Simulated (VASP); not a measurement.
Wanted: the native input for a VASP 6.6.1 run.

| Item | Value |
| --- | --- |
| Task | single point |
| Functional | HF |
| Potentials or basis | VASP PAW PBE potentials, release 64 (Cu) |
| Cutoff | 520 eV |
| k mesh | 7 × 7 × 7 |
| Occupations | fermi-dirac, width 0.05 eV |
| Spin | no spin polarisation |
| Dipole correction | no |
| Grid for exact exchange (PRECFOCK) | Normal |
| Further INCAR settings | ALGO = Normal; EDIFF = 1e-06; NBANDS = 12 |
| Share of exact exchange | 1 |

Crystal: Cu.

```
Cu
1.0
     0.00000    1.84295    1.84295
     1.84295    0.00000    1.84295
     1.84295    1.84295    0.00000
Cu
1
Direct
  0.00000 0.00000 0.00000
```

The input as run:

POSCAR

```
Cu
1.0
    0.0000000000      1.8429501765      1.8429501765
    1.8429501765      0.0000000000      1.8429501765
    1.8429501765      1.8429501765      0.0000000000
Cu
1
Direct
    0.0000000000      0.0000000000      0.0000000000
```

INCAR.step1

```
SYSTEM = Cu
PREC = Accurate ; ENCUT = 520
EDIFF = 1E-5 ; ISMEAR = -1
SIGMA = 0.05 ; LREAL = .False.
LASPH = .True. ; NELM = 120
ALGO = Normal ; ISIF = 2
LWAVE = .True. ; GGA = PE
NBANDS = 12 ; GGA_COMPAT = .False.
```

INCAR.step2

```
SYSTEM = Cu
PREC = Accurate ; ENCUT = 520
EDIFF = 1E-6 ; ISMEAR = -1
SIGMA = 0.05 ; LREAL = .False.
LASPH = .True. ; NELM = 120
ALGO = Normal ; ISIF = 2
LWAVE = .False. ; LCHARG = .True.
GGA = PE ; LHFCALC = .True.
AEXX = 1.0 ; ALDAC = 0.0
AGGAC = 0.0 ; PRECFOCK = Normal
LELF = .True. ; LVHAR = .True.
ISTART = 1 ; NBANDS = 12
GGA_COMPAT = .False.
```

KPOINTS

```
Automatic mesh
0
Gamma
  7 7 7
  0 0 0
```

Potentials or basis: VASP PAW PBE potentials, release 64 (Cu).

Launch:

```bash
$ cat potpaw_PBE.64/Cu/POTCAR > POTCAR
$ cp INCAR.step1 INCAR
$ mpirun -np 1 vasp_std > vasp.out
$ cp INCAR.step2 INCAR
$ mpirun -np 1 vasp_std > vasp.out
```

It gave:

```
Pressure               : 15.1 GPa
Band gap on the k mesh : zero (an odd number of electrons rules out a gap without spin polarisation)
```

Caveat: the k points lie up to 0.42 Å⁻¹ apart, too coarse for converged energies and pressures of a metal; the PAW data sets were made with another functional, which shifts forces and pressure a little.

It took 27 min on 1 thread of Oxide Virtual Turin-like Processor, with other jobs on the host, peak memory 0.1 GiB.
